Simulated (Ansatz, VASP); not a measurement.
## Two plane-wave programs on CdS

```xyz
4
Lattice="4.1966 0.0000 0.0000 -2.0983 3.6343 0.0000 0.0000 0.0000 6.8288" Properties=species:S:1:pos:R:3 pbc="T T T"
Cd    0.0000    2.4229   -0.0054
Cd    2.0983    1.2114    3.4090
S     0.0000    2.4229    2.5662
S     2.0983    1.2114    5.9806
```

Alike in both runs: functional PBE; k mesh 9 × 9 × 4; occupations gaussian, width 0.02 eV; no spin polarisation.

Ansatz relaxed the structure, and its values are those at the end. VASP's run is a single point on that final structure, the one shown.

```csv
,VASP,Ansatz
version,VASP 6.6.1,Ansatz 0.2.0
potentials or method,"VASP PAW PBE potentials, release 64 (Cd_sv_GW, S), cutoff 540 eV","scalar-relativistic, plane waves, PAW"
valence electrons in the cell,52,52
```

VASP gave:

- gap on the k mesh at the Fermi level (eV): 1.11
- least direct gap on the mesh (eV): 1.11
- pressure (GPa): -1.0

Task: Which values does Ansatz return?

Result: gap on the k mesh at the Fermi level (eV): 1.11; least direct gap on the mesh (eV): 1.11; pressure (GPa): 0.0.

With one functional, cell and mesh, what is left measures potentials, basis and numerics.
